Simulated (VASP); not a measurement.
Input of a VASP 6.6.1 run:

Contents of INCAR:

```
SYSTEM = MgH2
ALGO     = Normal         ! electronic algorithm
EDIFF    = 1E-7           ! SCF threshold, eV
ENCUT    = 520            ! plane-wave cutoff, eV
GGA      = PE             ! functional
ISIF     = 2              ! what is computed and relaxed
ISMEAR   = -1             ! smearing method
LASPH    = .TRUE.         ! aspherical terms in the spheres
LCHARG   = .FALSE.        ! write CHGCAR
LREAL    = .FALSE.        ! projectors in reciprocal space
LWAVE    = .FALSE.        ! write WAVECAR
NBANDS   = 9              ! bands
NELM     = 100            ! most SCF steps
PREC     = Accurate       ! precision mode
SIGMA    = 0.02           ! smearing width, eV
```

Contents of KPOINTS:

```
k-points
0
G
  10 10 10
  0 0 0
```

The input POSCAR:

```
MgH2
1.0
    0.0000000000      2.3649613284      2.3649613284
    2.3649613284      0.0000000000      2.3649613284
    2.3649613284      2.3649613284      0.0000000000
Mg H
1 2
Direct
    0.0000000000      0.0000000000      0.0000000000
    0.2500000000      0.2500000000      0.2500000000
    0.7500000000      0.7500000000      0.7500000000
```

Potentials or basis: VASP PAW PBE potentials, release 64 (Mg, H).

Launch:

```sh
$ cat potpaw_PBE.64/Mg/POTCAR potpaw_PBE.64/H/POTCAR > POTCAR
$ mpirun -np 1 vasp_std > vasp.out
```

Q: Estimate the pressure.

A: 0.7 GPa.

Q: What does it give for the band gap on the k mesh?

A: Zero (bands 2 and 3 overlap by 1.33 eV).

Caveat: the structure was generated, so it needn't be the stable form of MgH2.
